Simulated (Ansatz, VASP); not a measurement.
## One calculation of CuAs, two programs

INCAR

```
SYSTEM = CuAs
  PREC = Accurate
  ENCUT = 520
  EDIFF = 1E-7
  ISMEAR = 0
  SIGMA = 0.15
  LREAL = .FALSE.
  LASPH = .TRUE.
  NELM = 60
  ALGO = Normal
  ISIF = 2
  LWAVE = .FALSE.
  LCHARG = .FALSE.
  GGA = CA
  NBANDS = 24
```

The input KPOINTS:

```
regular mesh
0
G
  15 15 10
  0 0 0
```

POSCAR

```
CuAs
1.0
    3.5303837402      0.0000000000      0.0000000000
   -1.7651918701      3.0574020041      0.0000000000
    0.0000000000      0.0000000000      5.1229398453
Cu As
2 2
Direct
    0.0000000000      0.0000000000      0.5000000000
    0.0000000000      0.0000000000      0.0000000000
    0.6666666667      0.3333333333      0.7500000000
    0.3333333333      0.6666666667      0.2500000000
```

Input for Ansatz:

```yaml
crystal:
  lattice:
    - [3.5303837402, 0.0, 0.0]
    - [-1.7651918701, 3.0574020041, 0.0]
    - [0.0, 0.0, 5.1229398453]
  atoms:
    - { symbol: Cu, position: [0.0, 0.0, 0.5] }
    - { symbol: Cu, position: [0.0, 0.0, 0.0] }
    - { symbol: As, position: [0.6666666667, 0.3333333333, 0.75] }
    - { symbol: As, position: [0.3333333333, 0.6666666667, 0.25] }
basis:
  ecutwfc: 520.0
kpoints:
  mp_grid: { grid: [15, 15, 10] }
hamiltonian:
  xc: lda
scf:
  occupations: { method: gaussian, width: 0.15 }
output:
  forces: true
  stress: true
  eigenvalues: true
```

Alike in both runs: task single point; functional LDA; k mesh 15 × 15 × 10; occupations gaussian, width 0.15 eV; no spin polarisation.

|  | VASP | Ansatz |
| --- | --- | --- |
| version | VASP 6.6.1 | Ansatz 0.2.0 |
| potentials or method | VASP PAW LDA potentials, release 64 (Cu, As), cutoff 520 eV | scalar-relativistic, plane waves, PAW |
| valence electrons in the cell | 32 | 68 |

Ansatz gave:

| Item | Value |
| --- | --- |
| gap on the k mesh at the Fermi level (eV) | none |
| pressure (GPa) | 13.6 |
| traceless stress, the component that is largest in VASP (GPa) | -8.36 |

Task: What did VASP give for the same quantities?

Result: gap on the k mesh at the Fermi level (eV): none; pressure (GPa): 14.3; traceless stress, the component that is largest in VASP (GPa): -8.28.

LDA's correlation is that of Perdew and Zunger in VASP and of Perdew and Wang (1992) in Ansatz. A gap of «none» marks a metal or a gap that the smearing closes. VASP's potentials hold 32 valence electrons a cell and Ansatz's 68, so a difference there can come from the potentials and not from the codes.
